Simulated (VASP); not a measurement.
# In (I4_1/amd) in VASP: notebook

Runs on In. Level: PBE. Tasks: single point, relaxation of shape and atoms at fixed volume.

Everything below comes from runs of VASP 6.6.1. Logs are shortened: lines on timing, memory, paths and dates and some standing lists are left out, and cuts for length are marked.

### 1 The cell of the first run

It takes space group I4_1/amd (No. 141, tetragonal). The conventional cell has a = 6.007 Å, b = 6.007 Å, c = 3.189 Å, α = 90.00°, β = 90.00°, γ = 90.00°. In (site symmetry -4m2) has 10 In at 3.11 to 3.84 Å within 4.1 Å.

### 2 Single point, PBE (28.77 Å³/atom)

Contents of INCAR:

```
SYSTEM = In
PREC     = Accurate       ! precision mode
ENCUT    = 520            ! plane-wave cutoff, eV
EDIFF    = 1E-6           ! SCF threshold, eV
ISMEAR   = -1             ! smearing method
SIGMA    = 0.05           ! smearing width, eV
LREAL    = .False.        ! projectors in reciprocal space
LASPH    = .True.         ! aspherical terms in the spheres
NELM     = 80             ! most SCF steps
ALGO     = Normal         ! electronic algorithm
ISIF     = 2              ! what is computed and relaxed
LWAVE    = .False.        ! write WAVECAR
LCHARG   = .False.        ! write CHGCAR
GGA      = PE             ! functional
NBANDS   = 20             ! bands
```

Contents of KPOINTS:

```
regular mesh
0
Gamma
  13 13 13
  0 0 0
```

Contents of POSCAR:

```
In
1.0
   -3.0032701458      3.0032701458      1.5945810119
    3.0032701458     -3.0032701458      1.5945810119
    3.0032701458      3.0032701458     -1.5945810119
In
2
Direct
   -0.3750000000     -0.1250000000     -0.2500000000
    0.3750000000      0.1250000000      0.2500000000
```

Potentials or basis: VASP PAW PBE potentials, release 64 (In_d).

Run with:

```console
$ cat potpaw_PBE.64/In_d/POTCAR > POTCAR
$ mpirun -np 1 vasp_std > vasp.out
```

OUTCAR:

```text
SYSTEM = In
   PREC = Accurate
   ENCUT = 520
   EDIFF = 1E-6
   ISMEAR = -1
   LREAL = .False.
   LASPH = .True.
   NELM = 80
   ISIF = 2
   GGA = PE

 ion  position               nearest neighbor table
   1  0.625  0.875  0.750-   2 3.11   2 3.11   2 3.11   2 3.11   2 3.84   2 3.84   2 3.84   2 3.84

   2  0.375  0.125  0.250-   1 3.11   1 3.11   1 3.11   1 3.11   1 3.84   1 3.84   1 3.84   1 3.84

  LATTYP: Found a body centered tetragonal cell.
 ALAT       =     6.0065402916
 C/A-ratio  =     0.5309482446

  Lattice vectors:

 A1 = (  -3.0032701458,   3.0032701458,   1.5945810119)
 A2 = (   3.0032701458,  -3.0032701458,   1.5945810119)
 A3 = (   3.0032701458,   3.0032701458,  -1.5945810119)

Analysis of symmetry for initial positions (statically):
=====================================================================
 Subroutine PRICEL returns:
 Original cell was already a primitive cell.

 Routine SETGRP: Setting up the symmetry group for a
 body centered tetragonal supercell.

 Subroutine GETGRP returns: Found 16 space group operations
 (whereof  4 operations were pure point group operations)
 out of a pool of 16 trial point group operations.

The static configuration has the point symmetry C_2h.
 The point group associated with its full space group is D_4h.

Analysis of symmetry for dynamics (positions and initial velocities):
=====================================================================
 Subroutine PRICEL returns:
 Original cell was already a primitive cell.

 Routine SETGRP: Setting up the symmetry group for a
 body centered tetragonal supercell.

 Subroutine GETGRP returns: Found 16 space group operations
 (whereof  4 operations were pure point group operations)
 out of a pool of 16 trial point group operations.

The dynamic configuration has the point symmetry C_2h.
 The point group associated with its full space group is D_4h.

 Subroutine INISYM returns: Found 16 space group operations
 (whereof  4 operations are pure point group operations),
 and found     1 'primitive' translations

----------------------------------------------------------------------------------------

                                     Primitive cell

  volume of cell :      57.5301

  direct lattice vectors                    reciprocal lattice vectors
    -3.003270146  3.003270146  1.594581012     0.000000000  0.166485190  0.313561993
     3.003270146 -3.003270146  1.594581012     0.166485190  0.000000000  0.313561993
     3.003270146  3.003270146 -1.594581012     0.166485190  0.166485190  0.000000000

  length of vectors
     4.536733598  4.536733598  4.536733598     0.355018932  0.355018932  0.235445613

  position of ions in fractional coordinates (direct lattice)
     0.625000000  0.875000000  0.750000000
     0.375000000  0.125000000  0.250000000

  ion indices of the primitive-cell ions
   primitive index   ion index
                 1           1
                 2           2

----------------------------------------------------------------------------------------

 KPOINTS: regular mesh

Automatic generation of k-mesh.
 Grid dimensions read from file:
 generate k-points for:   13   13   13

 Generating k-lattice:

  Cartesian coordinates                     Fractional coordinates (reciprocal lattice)
     0.000000000  0.012806553  0.024120153     0.076923077  0.000000000  0.000000000
     0.012806553  0.000000000  0.024120153     0.000000000  0.076923077  0.000000000
     0.012806553  0.012806553  0.000000000     0.000000000  0.000000000  0.076923077

  Length of vectors
     0.027309149  0.027309149  0.018111201

  Shift w.r.t. Gamma in fractional coordinates (k-lattice)
     0.000000000  0.000000000  0.000000000

 Subroutine IBZKPT returns following result:
 ===========================================

 Found    196 irreducible k-points:

 Following reciprocal coordinates:
            Coordinates               Weight
  0.000000  0.000000  0.000000      1.000000
  0.076923  0.000000  0.000000      8.000000
  0.153846  0.000000  0.000000      8.000000
  0.230769  0.000000  0.000000      8.000000
  0.307692  0.000000  0.000000      8.000000
  0.384615 -0.000000  0.000000      8.000000
[... 16 lines left out ...]
  0.384615  0.153846  0.000000     16.000000
  0.461538  0.153846  0.000000     16.000000
 [... further k-points ...]
   k-points           NKPTS =    196   k-points in BZ     NKDIM =    196   number of bands    NBANDS=     20
   number of dos      NEDOS =    301   number of ions     NIONS =      2
   total plane-waves  NPLWV =  46656
   dimension x,y,z NGX =    36 NGY =   36 NGZ =   36
   dimension x,y,z NGXF=    72 NGYF=   72 NGZF=   72
   ions per type =               2
   NGX,Y,Z   is equivalent  to a cutoff of  13.19, 13.19, 13.19 a.u.
   NGXF,Y,Z  is equivalent  to a cutoff of  26.38, 26.38, 26.38 a.u.
 SYSTEM =  In
   PREC   = accura    normal or accurate (medium, high low for compatibility)
   ISTART =      0    job   : 0-new  1-cont  2-samecut
   ICHARG =      2    charge: 1-file 2-atom 10-const
   ISPIN  =      1    spin polarized calculation?
   LNONCOLLINEAR =      F non collinear calculations
   LSORBIT =      F    spin-orbit coupling
   LASPH  =      T    aspherical Exc in radial PAW
   ENCUT  =  520.0 eV  38.22 Ry    6.18 a.u.   8.44  8.44  8.44*2*pi/ulx,y,z
   NELM   =     80;   NELMIN=  2; NELMDL= -5     # of ELM steps
   EDIFF  = 0.1E-05   stopping-criterion for ELM
   LREAL  =      F    real-space projection
   EDIFFG = 0.1E-04   stopping-criterion for IOM
   NSW    =      0    number of steps for IOM
   IBRION =     -1    ionic relax: 0-MD 1-quasi-New 2-CG
   NFREE  =      0    steps in history (QN), initial steepest desc. (CG)
   ISIF   =      2    stress and relaxation
   ISYM   =      2    0-nonsym 1-usesym 2-fastsym
   POTIM  = 0.5000    time-step for ionic-motion
   TEBEG  =    0.0;   TEEND  =   0.0 temperature during run
   PSTRESS=    0.0 pullay stress
   NELECT =      26.0000    total number of electrons
   NUPDOWN=      -1.0000    fix difference up-down
   EMIN   =  10.00;   EMAX   =-10.00  energy-range for DOS
   EFERMI =   0.00;   METHOD = LEGACY
   ISMEAR =    -1;   SIGMA  =   0.05  broadening in eV -4-tet -1-fermi 0-gaus
   EFERMI_NEDOS =   21; number of points for ismear=-14 and -15
   IALGO  =     38    algorithm
   IMIX   =      4    mixing-type and parameters
     AMIX     =   0.40;   BMIX     =  1.00
     AMIX_MAG =   1.60;   BMIX_MAG =  1.00
  volume/ion in A,a.u.               =      28.77       194.12
  Fermi-wavevector in a.u.,A,eV,Ry     =   1.256322  2.374104 21.474673  1.578344
  Thomas-Fermi vector in A             =   2.390035
   LORBIT       =      0    0 simple, 1 ext, 2 COOP (PROOUT), +10 PAW based schemes
   GGA     = PE    functional components
   LHFCALC =     F    Hartree Fock is set to
   AEXX    =    0.0000 exact exchange contribution
   IVDW    =     0    specifies the selected vdW correction
   LEPSILON=     F    determine dielectric tensor
   LRPA    =     F    only Hartree local field effects (RPA)
 non-spin polarized calculation
  energy-cutoff  :      520.00
  volume of cell :       57.53
 maximum number of plane-waves:      1564
 NGX is ok and might be reduce to    36
   NGX = 17   NGY = 17   NGZ = 17

 number of electron      26.0000007 magnetization

 Free energy of the ion-electron system (eV)
  ---------------------------------------------------
  ext. energy  EPLUGINS =         0.00000000
  ---------------------------------------------------
  free energy    TOTEN  =        -4.99627888 eV

  energy without entropy =       -4.98682574  energy(sigma->0) =       -4.99155231

 E-fermi :   6.4009     XC(G=0):  -9.7647

 val. band max:        6.3959135614   @ k =  -0.4615   0.1538   0.0000
 cond. band min:       6.4075885184   @ k =  -0.3077  -0.3077   0.1538
 fundamental gap:      0.0116749570
 Fermi energy:         6.4009132642

 k-point     1 :       0.0000    0.0000    0.0000
  band No.  band energies     occupation
      1      -8.4495      2.00000
      2      -8.3393      2.00000
      3      -8.3041      2.00000
      4      -8.2854      2.00000
      5      -7.9883      2.00000
      6      -7.9883      2.00000
[... 12 lines left out ...]
     19      15.7005      0.00000
     20      17.4034      0.00000

 k-point     2 :       0.0769    0.0000    0.0000
  band No.  band energies     occupation
      1      -8.4440      2.00000
      2      -8.3187      2.00000
      3      -8.2961      2.00000
      4      -8.2589      2.00000
      5      -8.0089      2.00000
      6      -8.0072      2.00000
[... 12 lines left out ...]
     19      14.6398      0.00000
     20      17.1704      0.00000

 k-point     3 :       0.1538    0.0000    0.0000
  band No.  band energies     occupation
      1      -8.4268      2.00000
      2      -8.2738      2.00000
      3      -8.2646      2.00000
      4      -8.1920      2.00000
      5      -8.0500      2.00000
      6      -8.0341      2.00000
[... 12 lines left out ...]
     19      14.0368      0.00000
     20      15.9375      0.00000

 k-point     4 :       0.2308    0.0000    0.0000
  band No.  band energies     occupation
      1      -8.4008      2.00000
      2      -8.2433      2.00000
      3      -8.2054      2.00000
      4      -8.1313      2.00000
      5      -8.0982      2.00000
      6      -8.0360      2.00000
[... 12 lines left out ...]
     19      13.1581      0.00000
     20      15.0528      0.00000

 k-point     5 :       0.3077    0.0000    0.0000
  band No.  band energies     occupation
      1      -8.3747      2.00000
      2      -8.2197      2.00000
      3      -8.1834      2.00000
      4      -8.1443      2.00000
      5      -8.1338      2.00000
      6      -8.0481      2.00000
[... 12 lines left out ...]
     19      13.4280      0.00000
     20      14.4226      0.00000
[... 353 lines left out ...]
      6      -8.0969      2.00000
[... 12 lines left out ...]
     19      13.9725      0.00000
     20      14.8630      0.00000

 k-point    22 :       0.3077    0.1538   -0.0000
  band No.  band energies     occupation
      1      -8.3652      2.00000
      2      -8.2466      2.00000
      3      -8.1865      2.00000
      4      -8.1657      2.00000
      5      -8.1124      2.00000
      6      -8.1028      2.00000
[... 12 lines left out ...]
     19      14.6801      0.00000
     20      15.5175      0.00000

 k-point    23 :       0.3846    0.1538    0.0000
  band No.  band energies     occupation
      1      -8.3505      2.00000
      2      -8.2503      2.00000
      3      -8.2145      2.00000
      4      -8.1507      2.00000
      5      -8.1144      2.00000
      6      -8.0816      2.00000
[... 12 lines left out ...]
     19      14.9577      0.00000
     20      16.3846      0.00000

 k-point    24 :       0.4615    0.1538    0.0000
  band No.  band energies     occupation
      1      -8.3362      2.00000
      2      -8.2374      2.00000
      3      -8.2174      2.00000
      4      -8.1504      2.00000
      5      -8.1030      2.00000
      6      -8.0748      2.00000
[... 12 lines left out ...]
     19      15.4018      0.00000
     20      16.4347      0.00000

 [... further k-points ...]

------------------------ aborting loop because EDIFF is reached ----------------------------------------

  FORCE on cell =-STRESS in cart. coord.  units (eV):
  Direction    XX          YY          ZZ          XY          YZ          ZX
  --------------------------------------------------------------------------------------
  -------------------------------------------------------------------------------------
  Total       -0.0136737     -0.0136737     -0.0177157      0.0000000     -0.0000000      0.0000000
  in kB       -0.3808033     -0.3808033     -0.4933720      0.0000000     -0.0000000      0.0000000
  external PRESSURE =      -0.4183262 kB  Pullay stress =       0.0000000 kB

 VOLUME and BASIS-vectors are now :
 -----------------------------------------------------------------------------
  energy-cutoff  :      520.00
  volume of cell :       57.53
      direct lattice vectors                 reciprocal lattice vectors
    -3.003270146  3.003270146  1.594581012     0.000000000  0.166485190  0.313561993
     3.003270146 -3.003270146  1.594581012     0.166485190  0.000000000  0.313561993
     3.003270146  3.003270146 -1.594581012     0.166485190  0.166485190  0.000000000

 POSITION                                       TOTAL-FORCE (eV/Angst)
 -----------------------------------------------------------------------------------
      3.00327      1.50164      1.19594        -0.000000     -0.000000     -0.000000
      0.00000      1.50164      0.39865         0.000000      0.000000      0.000000
 -----------------------------------------------------------------------------------
    total drift:                               -0.000000     -0.000000      0.000000

  FREE ENERGIE OF THE ION-ELECTRON SYSTEM (eV)
  ---------------------------------------------------
  free  energy   TOTEN  =        -4.9962788827 eV

  energy  without entropy=       -4.9868257442  energy(sigma->0) =       -4.99155231
```

Run time: 78 s. Hardware: 1 thread of Intel Xeon 6975P-C (Granite Rapids), shared host; peak memory 0.33 GiB.

Results:

* Free energy: -4.9963 eV
* Pressure: 0.0 GPa
* Band gap on the k mesh: zero (bands 13 and 14 overlap by 5.31 eV)

Caveat: spin-orbit coupling is left out, which moves the levels of the heavy elements.

### 3 Relaxation of shape and atoms at fixed volume, PBE

This run uses another cell than the first one, of 12.37 Å³/atom.

Contents of INCAR:

```
ALGO = Normal ; EDIFF = 1E-7
EDIFFG = -0.005 ; ENCUT = 600
GGA = PE ; IBRION = 2
ISIF = 4 ; ISMEAR = -1
LASPH = T ; LCHARG = F
LREAL = F ; LWAVE = F
NELM = 100 ; NSW = 50
PREC = Accurate ; SIGMA = 0.05
```

Contents of KPOINTS:

```
k-points
0
Gamma
  13 13 13
```

Contents of POSCAR:

```
In
1.0
   -2.2668209488      2.2668209488      1.2035646035
    2.2668209488     -2.2668209488      1.2035646035
    2.2668209488      2.2668209488     -1.2035646035
In
2
Direct
   -0.3750000000     -0.1250000000     -0.2500000000
    0.3750000000      0.1250000000      0.2500000000
```

Potentials or basis: VASP PAW PBE potentials, release 64 (In_d).

Run with:

```console
$ cat potpaw_PBE.64/In_d/POTCAR > POTCAR
$ mpirun -np 1 vasp_std > vasp.out
```

Run time: 1.7 min. Hardware: 1 thread of Intel Xeon 6975P-C (Granite Rapids), shared host; peak memory 0.21 GiB.

Results (log left out):

| Quantity | Value |
| --- | --- |
| Free energy | 5.8320 eV |
| Energy gained by relaxing | 0.3 meV/atom |
| Ionic steps | 3 |
| Pressure after relaxing | 246.1 GPa |
| Band gap on the k mesh | zero (bands 13 and 14 overlap by 10.07 eV) |

Stress tensor (GPa, compression positive):
```
246.13   0.00   0.00
  0.00 246.13   0.00
  0.00   0.00 246.04
```

The path:
| step | energy change (eV) | largest force (eV/Å) | pressure (GPa) | volume (Å³) |
| --- | --- | --- | --- | --- |
| 1 | 0.0000 | 0.0000 | 246.10 | 24.74 |
| 2 | 0.0032 | 0.0000 | 246.21 | 24.74 |
| 3 | -0.0006 | 0.0000 | 246.10 | 24.74 |

Final structure:
```
In
1.0
    -2.26945    2.26945    1.20077
     2.26945   -2.26945    1.20077
     2.26945    2.26945   -1.20077
In
2
Cartesian
  2.2695 1.1347 0.9006
  0.0000 1.1347 0.3002
```

Levels at points of the mesh, in eV from the Fermi level:
```
           k point  band 9  band 10  band 11  band 12  band 13  band 14  band 15  band 16  band 17
(0.00, 0.00, 0.00)  -16.21   -15.42   -14.63    -2.22    -2.22     4.37     4.94    11.55    11.55
```

Caveat: spin-orbit coupling is left out, which moves the levels of the heavy elements.

The gap in the log of VASP goes by the Fermi energy; the results here count the filled bands.